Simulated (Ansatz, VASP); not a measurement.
Be2CdO3: VASP beside Ansatz

Contents of INCAR:

```
PREC = Accurate ; ENCUT = 600
EDIFF = 1E-7 ; ISMEAR = 0
SIGMA = 0.15 ; LREAL = F
LASPH = T ; NELM = 120
ALGO = Normal ; ISIF = 3
LWAVE = F ; LCHARG = F
GGA = PE ; IBRION = 2
NSW = 36 ; EDIFFG = -0.08
GGA_COMPAT = F ; NELMIN = 4
```

Contents of KPOINTS:

```
Automatic mesh
0
Gamma
  3 3 3
```

POSCAR

```
Be2CdO3
1.0
    4.3146065500      0.0000000000      0.0000000000
   -2.1573032700      3.7365588800      0.0000000000
    0.0000000000      0.0000000000      4.3112095200
Be Cd O
2 1 3
Direct
    0.3333333300      0.6666666700      0.5000000000
    0.6666666700      0.3333333300      0.5000000000
    0.0000000000      0.0000000000      0.5000000000
    0.5000000000      0.0000000000      0.0000000000
    0.0000000000      0.5000000000      0.0000000000
    0.5000000000      0.5000000000      0.0000000000
```

Input for Ansatz:

```yaml
crystal:
  lattice:
    - [4.31460655, 0.0, 0.0]
    - [-2.15730327, 3.73655888, 0.0]
    - [0.0, 0.0, 4.31120952]
  atoms:
    - { symbol: Be, position: [0.33333333, 0.66666667, 0.5] }
    - { symbol: Be, position: [0.66666667, 0.33333333, 0.5] }
    - { symbol: Cd, position: [0.0, 0.0, 0.5] }
    - { symbol: O, position: [0.5, 0.0, 0.0] }
    - { symbol: O, position: [0.0, 0.5, 0.0] }
    - { symbol: O, position: [0.5, 0.5, 0.0] }
basis:
  ecutwfc: 420
kpoints:
  mp_grid: { grid: [3, 3, 3] }
hamiltonian:
  xc: pbe
scf:
  occupations: { method: gaussian, width: 0.15 }
  lower_state_search: "off"
output:
  forces: true
  stress: true
  eigenvalues: true
relax:
  adjacent_minimum: "off"
  f_tol: 0.08
  max_steps: 16
  cell: { stress_tol: 0.8 }
```

Alike in both runs: task relaxation of cell and atoms; functional PBE; k mesh 3 × 3 × 3; occupations gaussian, width 0.15 eV; no spin polarisation.

```csv
,VASP,Ansatz
version,VASP 6.6.1,Ansatz 0.2.0
potentials or method,"VASP PAW PBE potentials, release 64 (Be, Cd, O), cutoff 600 eV","scalar-relativistic, plane waves, PAW"
valence electrons in the cell,34,42
```

```tsv
	VASP	Ansatz	Ansatz less VASP
gap on the k mesh at the Fermi level, each at its own relaxed structure (eV)	none	none	-
relaxed volume (Å³/atom)	8.82	8.78	-0.044
relaxed cell length with the largest relative difference (Å)	2.503	2.497	-0.0056
```

A gap of «none» marks a metal or a gap that the smearing closes. VASP's potentials hold 34 valence electrons a cell and Ansatz's 42, so a difference there can come from the potentials and not from the codes.

The k mesh is coarse, so the values compare programs but aren't converged. Noted on VASP's run: the volume moved by over 15 % at a fixed basis, so the end points are rough.
